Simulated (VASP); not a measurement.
Input of a VASP 6.6.1 run:

Contents of INCAR:

```
ALGO     = Normal         # electronic algorithm
EDIFF    = 1E-6           # SCF threshold, eV
ENCUT    = 520            # plane-wave cutoff, eV
GGA      = PE             # functional
ISIF     = 2              # what is computed and relaxed
ISMEAR   = 0              # smearing method
ISPIN    = 2              # spin polarisation
LASPH    = T              # aspherical terms in the spheres
LCHARG   = F              # write CHGCAR
LMAXMIX  = 4              # l up to which the mixer works
LORBIT   = 11             # projections on sites
LREAL    = F              # projectors in reciprocal space
LWAVE    = F              # write WAVECAR
MAGMOM   = 4 4 0 0        # initial moments
NBANDS   = 29             # bands
NELM     = 150            # most SCF steps
PREC     = Accurate       # precision mode
SIGMA    = 0.1            # smearing width, eV
```

KPOINTS

```
k-points
0
Gamma
  6 6 4
```

The input POSCAR:

```
MnSi
1.0
    3.6759270469      0.0000000000      0.0000000000
   -1.8379635234      3.1834462050      0.0000000000
    0.0000000000      0.0000000000      4.8753891061
Mn Si
2 2
Direct
    0.3333333333      0.6666666667      0.7500000000
    0.6666666667      0.3333333333      0.2500000000
    0.0000000000      0.0000000000      0.0000000000
    0.0000000000      0.0000000000      0.5000000000
```

Potentials or basis: VASP PAW PBE potentials, release 64 (Mn_pv, Si).

The run is started by

```console
$ cat potpaw_PBE.64/Mn_pv/POTCAR potpaw_PBE.64/Si/POTCAR > POTCAR
$ mpirun -np 1 vasp_std > vasp.out
```

**Question.** Estimate the pressure.

**Answer.** -0.2 GPa.

**Question.** What does it give for the net moment?

**Answer.** 5.26 μB per cell.

**Question.** Estimate the site moments.

**Answer.** Mn +2.71; Si -0.10 μB.

Stress tensor (GPa, compression positive):
```
-0.13  0.00  0.00
 0.00 -0.13  0.00
 0.00  0.00 -0.31
```
